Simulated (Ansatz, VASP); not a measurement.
Sb: VASP beside Ansatz

The input INCAR:

```
SYSTEM = Sb
ALGO = Normal ; EDIFF = 1E-6
ENCUT = 520 ; GGA = CA
ISIF = 2 ; ISMEAR = -1
LASPH = .True. ; LCHARG = .False.
LREAL = .False. ; LWAVE = .False.
NBANDS = 12 ; NELM = 60
PREC = Accurate ; SIGMA = 0.05
```

KPOINTS

```
k-points
0
Gamma
  9 9 5
  0 0 0
```

The input POSCAR:

```
Sb
1.0
    3.3545324186      0.0000000000      0.0000000000
   -1.6772662093      2.9051102923      0.0000000000
    0.0000000000      0.0000000000      5.4701606500
Sb
2
Direct
    0.6666666667      0.3333333333      0.7500000000
    0.3333333333      0.6666666667      0.2500000000
```

The input input.yaml:

```yaml
crystal:
  lattice:
    - [3.3545324186, 0.0, 0.0]
    - [-1.6772662093, 2.9051102923, 0.0]
    - [0.0, 0.0, 5.47016065]
  atoms:
    - { symbol: Sb, position: [0.6666666667, 0.3333333333, 0.75] }
    - { symbol: Sb, position: [0.3333333333, 0.6666666667, 0.25] }
kpoints:
  mp_grid: { grid: [9, 9, 5] }
scf:
  occupations: { method: fermi_dirac, width: 0.05 }
hamiltonian:
  xc: lda
  pseudopotentials: { kind: all_electron, lapw: { basis_error: 0.001 } }
output:
  forces: true
  stress: true
  eigenvalues: true
```

Alike in both runs: task single point; functional LDA; k mesh 9 × 9 × 5; occupations fermi-dirac, width 0.05 eV; no spin polarisation.

|  | VASP | Ansatz |
| --- | --- | --- |
| version | VASP 6.6.1 | Ansatz 0.2.0 |
| potentials or method | VASP PAW LDA potentials, release 64 (Sb), cutoff 520 eV | all-electron LAPW, scalar-relativistic |

Ansatz gave:

| Item | Value |
| --- | --- |
| gap on the k mesh at the Fermi level (eV) | none |
| pressure (GPa) | -2.7 |
| traceless stress, the component that is largest in VASP (GPa) | -0.26 |

**Question.** What did VASP give for the same quantities?

**Answer.** gap on the k mesh at the Fermi level (eV): none; pressure (GPa): -2.7; traceless stress, the component that is largest in VASP (GPa): -0.24.

LDA's correlation is that of Perdew and Zunger in VASP and of Perdew and Wang (1992) in Ansatz. A gap of «none» marks a metal or a gap that the smearing closes. Ansatz ran all-electron here, and VASP with PAW potentials.

Neither program's run includes spin-orbit coupling.
